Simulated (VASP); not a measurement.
# BN: single point with r2SCAN

The system is BN.

```
B N
1.0
     0.00677    1.80481    1.80481
     1.80481    0.00677    1.80481
     1.81158    1.81158    0.00000
B N
1 1
Direct
  0.00000 0.00000 0.00000
  0.75000 0.75000 0.75000
```

This cell differs from its parent crystal: strain +0.0075 x Voigt [0, 0, 0, 0, 0, 1].

```yaml
Program: VASP 6.6.1
Task: single point
Functional: r2SCAN
Potentials_or_basis: VASP PAW PBE potentials, release 64 (B, N)
Cutoff: 520 eV
k_mesh: 12 × 12 × 12
Occupations: gaussian, width 0.05 eV
Spin: no spin polarisation
Dipole_correction: no
Further_INCAR_settings: ALGO = Normal; EDIFF = 1e-07; NBANDS = 11
```

| Item | Value |
| --- | --- |
| Pressure | 1.2 GPa |
| Largest force | 0.008 eV/Å |
| Band gap on the k mesh | 4.96 eV, indirect (least direct gap 9.43 eV) |

Forces on the atoms (eV/Å):
```
B    0.000  0.000 -0.008
N    0.000  0.000  0.008
```

Stress tensor (GPa, compression positive):
```
 1.19 -3.53  0.00
-3.53  1.19  0.00
 0.00  0.00  1.16
```

Levels at points of the mesh, in eV from the valence-band top:
```
           k point  band 1  band 2  band 3  band 4  band 5  band 6  band 7  band 8
(0.00, 0.00, 0.00)  -21.36   -0.03   -0.02    0.00    9.43    9.52    9.64   11.14
(0.50, 0.00, 0.00)  -17.01  -11.13   -2.07   -2.06   10.75   11.39   11.51   16.44
(0.50, 0.50, 0.00)  -15.62   -9.36   -5.21   -5.06    4.96    9.83   19.31   19.32
(0.00, 0.00, 0.50)  -17.07  -11.15   -2.01   -2.00   10.89   11.46   11.56   16.43
(0.50, 0.00, 0.50)  -15.61   -9.36   -5.14   -5.14    4.97    9.83   19.31   19.31
```

It took 89 s on 1 thread of Intel Xeon 6975P-C, with other jobs on the host, peak memory 0.15 GiB.

Caveat: the cell differs from its parent crystal (strain +0.0075 x Voigt [0, 0, 0, 0, 0, 1]); the PAW data sets were made with another functional, which shifts forces and pressure a little. A k mesh can miss the band edges.
